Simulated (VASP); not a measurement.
# MnS (P6_3mc) in VASP: single point with r2SCAN

Aim: the single point of MnS with r2SCAN.

Program: VASP 6.6.1. These are calculated values, not measurements. Logs are shortened: lines on timing, memory, paths and dates and some standing lists are left out, and cuts for length are marked.

**1. The cell of the first run**

It takes space group P6_3mc (No. 186, hexagonal). The conventional cell has a = 4.010 Å, b = 4.010 Å, c = 6.463 Å, α = 90.00°, β = 90.00°, γ = 120.00°. Mn (site symmetry 3m) has 4 S at 2.44 to 2.45 Å within 3.2 Å. Within 3.2 Å of S (site symmetry 3m) lie 4 Mn at 2.44 to 2.45 Å.

**2. Single point, r2SCAN, collinear spin, ferromagnetic start**

The input, POSCAR:

```
MnS
1.0
    4.0100640951      0.0000000000      0.0000000000
   -2.0050320476      3.4728173772      0.0000000000
    0.0000000000      0.0000000000      6.4632012077
Mn S
2 2
Direct
    0.3333333333      0.6666666667      0.0030169217
    0.6666666667      0.3333333333      0.5030169217
    0.3333333333      0.6666666667      0.3819830783
    0.6666666667      0.3333333333      0.8819830783
```

The input, INCAR.step1:

```
PREC = Accurate
ENCUT = 520
ISMEAR = 0
SIGMA = 0.02
LREAL = False
LASPH = True
NELM = 150
ISPIN = 2
MAGMOM = 4.76 4.76 0.12 0.12
LMAXMIX = 4
NBANDS = 31
GGA = PE
ALGO = Normal
EDIFF = 1E-4
LWAVE = True
LCHARG = False
```

The input, INCAR.step2:

```
PREC = Accurate
ENCUT = 520
EDIFF = 1E-6
ISMEAR = 0
SIGMA = 0.02
LREAL = False
LASPH = True
NELM = 150
ALGO = Normal
ISIF = 2
LWAVE = False
LCHARG = False
ISPIN = 2
MAGMOM = 4.76 4.76 0.12 0.12
LORBIT = 11
LMAXMIX = 4
METAGGA = R2SCAN
LMIXTAU = True
NBANDS = 31
ISTART = 1
```

The input, KPOINTS:

```
Automatic mesh
0
Gamma
  12 12 4
```

Potentials or basis: VASP PAW PBE potentials, release 64 (Mn_pv, S).

Run with:

```bash
cat potpaw_PBE.64/Mn_pv/POTCAR potpaw_PBE.64/S/POTCAR > POTCAR
cp INCAR.step1 INCAR
mpirun -np 1 vasp_std > vasp.out
cp INCAR.step2 INCAR
mpirun -np 1 vasp_std > vasp.out
```

OUTCAR:

```text
PREC = Accurate
   ENCUT = 520
   EDIFF = 1E-6
   ISMEAR = 0
   LREAL = False
   LASPH = True
   NELM = 150
   ISIF = 2
   ISPIN = 2
   LORBIT = 11
   METAGGA = R2SCAN
   ISTART = 1

 ion  position               nearest neighbor table
   1  0.333  0.667  0.003-   4 2.44   4 2.44   4 2.44   3 2.45
   2  0.667  0.333  0.503-   3 2.44   3 2.44   3 2.44   4 2.45
   3  0.333  0.667  0.382-   2 2.44   2 2.44   2 2.44   1 2.45
   4  0.667  0.333  0.882-   1 2.44   1 2.44   1 2.44   2 2.45

  LATTYP: Found a hexagonal cell.
 ALAT       =     4.0100640951
 C/A-ratio  =     1.6117451129

  Lattice vectors:

 A1 = (   4.0100640951,   0.0000000000,   0.0000000000)
 A2 = (  -2.0050320476,   3.4728173772,   0.0000000000)
 A3 = (   0.0000000000,   0.0000000000,   6.4632012077)

Analysis of symmetry for initial positions (statically):
=====================================================================
 Subroutine PRICEL returns:
 Original cell was already a primitive cell.

 Routine SETGRP: Setting up the symmetry group for a
 hexagonal supercell.

 Subroutine GETGRP returns: Found 12 space group operations
 (whereof  6 operations were pure point group operations)
 out of a pool of 24 trial point group operations.

The static configuration has the point symmetry C_3v.
 The point group associated with its full space group is C_6v.

Analysis of symmetry for dynamics (positions and initial velocities):
=====================================================================
 Subroutine PRICEL returns:
 Original cell was already a primitive cell.

 Routine SETGRP: Setting up the symmetry group for a
 hexagonal supercell.

 Subroutine GETGRP returns: Found 12 space group operations
 (whereof  6 operations were pure point group operations)
 out of a pool of 24 trial point group operations.

The dynamic configuration has the point symmetry C_3v.
 The point group associated with its full space group is C_6v.

Analysis of structural, dynamic, and magnetic symmetry:
=====================================================================
 Subroutine PRICEL returns:
 Original cell was already a primitive cell.

 Routine SETGRP: Setting up the symmetry group for a
 hexagonal supercell.

 Subroutine GETGRP returns: Found 12 space group operations
 (whereof  6 operations were pure point group operations)
 out of a pool of 24 trial point group operations.

The overall configuration has the point symmetry C_3v.
 The point group associated with its full space group is C_6v.

 Subroutine INISYM returns: Found 12 space group operations
 (whereof  6 operations are pure point group operations),
 and found     1 'primitive' translations

----------------------------------------------------------------------------------------

                                     Primitive cell

  volume of cell :      90.0080

  direct lattice vectors                    reciprocal lattice vectors
     4.010064095  0.000000000  0.000000000     0.249372573  0.143975322  0.000000000
    -2.005032048  3.472817377  0.000000000     0.000000000  0.287950644  0.000000000
     0.000000000  0.000000000  6.463201208     0.000000000  0.000000000  0.154722090

  length of vectors
     4.010064095  4.010064095  6.463201208     0.287950644  0.287950644  0.154722090

  position of ions in fractional coordinates (direct lattice)
     0.333333333  0.666666667  0.003016922
     0.666666667  0.333333333  0.503016922
     0.333333333  0.666666667  0.381983078
     0.666666667  0.333333333  0.881983078

  ion indices of the primitive-cell ions
   primitive index   ion index
                 1           1
                 2           2
                 3           3
                 4           4

----------------------------------------------------------------------------------------

 KPOINTS: Automatic mesh

Automatic generation of k-mesh.
 Grid dimensions read from file:
 generate k-points for:   12   12    4

 Generating k-lattice:

  Cartesian coordinates                     Fractional coordinates (reciprocal lattice)
     0.020781048  0.011997943  0.000000000     0.083333333  0.000000000  0.000000000
     0.000000000  0.023995887  0.000000000     0.000000000  0.083333333  0.000000000
     0.000000000  0.000000000  0.038680523     0.000000000  0.000000000  0.250000000

  Length of vectors
     0.023995887  0.023995887  0.038680523

  Shift w.r.t. Gamma in fractional coordinates (k-lattice)
     0.000000000  0.000000000  0.000000000

 Subroutine IBZKPT returns following result:
 ===========================================

 Found     57 irreducible k-points:

 Following reciprocal coordinates:
            Coordinates               Weight
  0.000000  0.000000  0.000000      1.000000
  0.083333  0.000000  0.000000      6.000000
  0.166667  0.000000  0.000000      6.000000
  0.250000  0.000000  0.000000      6.000000
  0.333333 -0.000000  0.000000      6.000000
  0.416667  0.000000  0.000000      6.000000
[... 16 lines left out ...]
  0.250000  0.000000  0.250000     12.000000
  0.333333 -0.000000  0.250000     12.000000
 [... further k-points ...]
   k-points           NKPTS =     57   k-points in BZ     NKDIM =     57   number of bands    NBANDS=     31
   number of dos      NEDOS =    301   number of ions     NIONS =      4
   total plane-waves  NPLWV =  43200
   dimension x,y,z NGX =    30 NGY =   30 NGZ =   48
   dimension x,y,z NGXF=    60 NGYF=   60 NGZF=   96
   ions per type =               2   2
   NGX,Y,Z   is equivalent  to a cutoff of  12.44, 12.44, 12.35 a.u.
   NGXF,Y,Z  is equivalent  to a cutoff of  24.87, 24.87, 24.69 a.u.
 SYSTEM =  unknown system
   PREC   = accura    normal or accurate (medium, high low for compatibility)
   ISTART =      1    job   : 0-new  1-cont  2-samecut
   ICHARG =      0    charge: 1-file 2-atom 10-const
   ISPIN  =      2    spin polarized calculation?
   LNONCOLLINEAR =      F non collinear calculations
   LSORBIT =      F    spin-orbit coupling
   LASPH  =      T    aspherical Exc in radial PAW
   ENCUT  =  520.0 eV  38.22 Ry    6.18 a.u.   7.46  7.46 12.02*2*pi/ulx,y,z
   NELM   =    150;   NELMIN=  2; NELMDL=  0     # of ELM steps
   EDIFF  = 0.1E-05   stopping-criterion for ELM
   LREAL  =      F    real-space projection
   EDIFFG = 0.1E-04   stopping-criterion for IOM
   NSW    =      0    number of steps for IOM
   IBRION =     -1    ionic relax: 0-MD 1-quasi-New 2-CG
   NFREE  =      0    steps in history (QN), initial steepest desc. (CG)
   ISIF   =      2    stress and relaxation
   ISYM   =      2    0-nonsym 1-usesym 2-fastsym
   POTIM  = 0.5000    time-step for ionic-motion
   TEBEG  =    0.0;   TEEND  =   0.0 temperature during run
   PSTRESS=    0.0 pullay stress
   NELECT =      38.0000    total number of electrons
   NUPDOWN=      -1.0000    fix difference up-down
   EMIN   =  10.00;   EMAX   =-10.00  energy-range for DOS
   EFERMI =   0.00;   METHOD = LEGACY
   ISMEAR =     0;   SIGMA  =   0.02  broadening in eV -4-tet -1-fermi 0-gaus
   EFERMI_NEDOS =   21; number of points for ismear=-14 and -15
   IALGO  =     38    algorithm
   IMIX   =      4    mixing-type and parameters
     AMIX     =   0.40;   BMIX     =  1.00
     AMIX_MAG =   1.60;   BMIX_MAG =  1.00
  volume/ion in A,a.u.               =      22.50       151.85
  Fermi-wavevector in a.u.,A,eV,Ry     =   1.228124  2.320819 20.521527  1.508290
  Thomas-Fermi vector in A             =   2.363062
   LORBIT       =     11    0 simple, 1 ext, 2 COOP (PROOUT), +10 PAW based schemes
   METAGGA = R2SCAN    functional components
   LHFCALC =     F    Hartree Fock is set to
   AEXX    =    0.0000 exact exchange contribution
   IVDW    =     0    specifies the selected vdW correction
   LEPSILON=     F    determine dielectric tensor
   LRPA    =     F    only Hartree local field effects (RPA)
 spin polarized calculation
 Gauss-broadening in eV      SIGMA  =   0.02
  energy-cutoff  :      520.00
  volume of cell :       90.01
 maximum number of plane-waves:      2446
 NGX is ok and might be reduce to    30
   NGX = 15   NGY = 15   NGZ = 25

 number of electron      37.9999993 magnetization       9.9999850

 number of electron      37.9999993 magnetization      10.0000033

 Free energy of the ion-electron system (eV)
  ---------------------------------------------------
  ext. energy  EPLUGINS =         0.00000000
  ---------------------------------------------------
  free energy    TOTEN  =       -49.78757444 eV

  energy without entropy =      -49.78757444  energy(sigma->0) =      -49.78757444

 E-fermi :   4.3176     XC(G=0):  -9.7418

 val. band max:        4.1115574029   @ k =   0.0000   0.0000   0.0000
 cond. band min:       5.0154184254   @ k =   0.4167   0.0000   0.0000
 fundamental gap:      0.9038610225
 Fermi energy:         4.3176277828

 spin component 1

 k-point     1 :       0.0000    0.0000    0.0000
  band No.  band energies     occupation
      1     -48.9729      1.00000
      2     -48.9700      1.00000
      3     -48.9696      1.00000
      4     -48.9696      1.00000
      5     -48.9691      1.00000
      6     -48.9690      1.00000
[... 805 lines left out ...]
     30      11.3736      0.00000
     31      11.9250      0.00000

 [... further k-points ...]

 spin component 2

 k-point     1 :       0.0000    0.0000    0.0000
  band No.  band energies     occupation
      1     -42.7667      1.00000
      2     -42.7627      1.00000
      3     -42.7626      1.00000
      4     -42.7618      1.00000
      5     -42.7617      1.00000
      6     -42.7617      1.00000
[... 805 lines left out ...]
     30      12.5772      0.00000
     31      13.2222      0.00000

 [... further k-points ...]

------------------------ aborting loop because EDIFF is reached ----------------------------------------

  FORCE on cell =-STRESS in cart. coord.  units (eV):
  Direction    XX          YY          ZZ          XY          YZ          ZX
  --------------------------------------------------------------------------------------
  -------------------------------------------------------------------------------------
  Total        0.0323388      0.0323388      0.0058734     -0.0000000      0.0000000      0.0000000
  in kB        0.5756436      0.5756436      0.1045490     -0.0000000      0.0000000      0.0000000
  external PRESSURE =       0.4186121 kB  Pullay stress =       0.0000000 kB

 VOLUME and BASIS-vectors are now :
 -----------------------------------------------------------------------------
  energy-cutoff  :      520.00
  volume of cell :       90.01
      direct lattice vectors                 reciprocal lattice vectors
     4.010064095  0.000000000  0.000000000     0.249372573  0.143975322  0.000000000
    -2.005032048  3.472817377  0.000000000     0.000000000  0.287950644  0.000000000
     0.000000000  0.000000000  6.463201208     0.000000000  0.000000000  0.154722090

 POSITION                                       TOTAL-FORCE (eV/Angst)
 -----------------------------------------------------------------------------------
     -0.00000      2.31521      0.01950         0.000000      0.000000     -0.004447
      2.00503      1.15761      3.25110         0.000000      0.000000     -0.004447
     -0.00000      2.31521      2.46883         0.000000     -0.000000      0.004447
      2.00503      1.15761      5.70043        -0.000000      0.000000      0.004447
 -----------------------------------------------------------------------------------
    total drift:                               -0.000001     -0.000002     -0.021503

  FREE ENERGIE OF THE ION-ELECTRON SYSTEM (eV)
  ---------------------------------------------------
  free  energy   TOTEN  =       -49.7875744360 eV

  energy  without entropy=      -49.7875744360  energy(sigma->0) =      -49.78757444

 total charge

# of ion       s       p       d       tot
------------------------------------------
    1        0.265   6.201   4.873  11.339
    2        0.265   6.201   4.873  11.339
    3        1.302   2.488   0.000   3.790
    4        1.302   2.488   0.000   3.790
--------------------------------------------------
tot          3.133  17.379   9.745  30.257

 magnetization (x)

# of ion       s       p       d       tot
------------------------------------------
    1        0.047   0.061   4.367   4.476
    2        0.047   0.061   4.367   4.476
    3        0.013   0.061   0.000   0.074
    4        0.013   0.061   0.000   0.074
--------------------------------------------------
tot          0.121   0.244   8.734   9.100
```

It took 22 min on 1 thread of Intel Xeon 8259CL, shared host; peak memory 0.4 GiB.

Results:

```yaml
Free_energy: -49.7876 eV
Pressure: 0.0 GPa
Largest_force: 0.004 eV/Å
Band_gap_on_the_k_mesh: 0.90 eV (least direct gap 1.34 eV)
Net_moment: 10.00 μB per cell
Site_moments: Mn +4.48; S +0.07 μB
Valence_electrons_inside_the_program's_atomic_spheres: Mn 11.34; S 3.79
```

Forces in eV/Å, atoms in the order of the input:
```
Mn   0.000  0.000 -0.004
Mn   0.000  0.000 -0.004
S    0.000  0.000  0.004
S    0.000  0.000  0.004
```

Levels at points of the mesh, in eV from the valence-band top:
Spin up:
```csv
k point,band 21,band 22,band 23,band 24,band 25,band 26,band 27,band 28
"(0.00, 0.00, 0.00)",-0.97,-0.12,0.00,0.00,1.34,2.95,6.09,6.09
"(0.50, 0.00, 0.00)",-2.78,-2.46,-1.43,-1.03,3.70,3.92,4.55,6.63
"(0.00, 0.00, 0.50)",-0.51,-0.51,-0.51,-0.51,2.94,2.94,5.99,5.99
"(0.50, 0.00, 0.50)",-1.72,-1.72,-1.58,-1.58,3.32,3.32,5.29,5.29
```
Spin down:
| k point | band 12 | band 13 | band 14 | band 15 | band 16 | band 17 |
| --- | --- | --- | --- | --- | --- | --- |
| (0.00, 0.00, 0.00) | -3.15 | -3.15 | -3.05 | 1.58 | 1.58 | 1.91 |
| (0.50, 0.00, 0.00) | -3.37 | -3.31 | -3.10 | 0.94 | 1.29 | 1.65 |
| (0.00, 0.00, 0.50) | -3.18 | -3.18 | -3.18 | 1.92 | 1.92 | 1.92 |
| (0.50, 0.00, 0.50) | -3.27 | -3.24 | -3.24 | 1.45 | 1.45 | 1.94 |

Caveat: the PAW data sets were made with another functional, which shifts forces and pressure a little; the run started ferromagnetic, and an antiferromagnetic order may lie lower in energy.
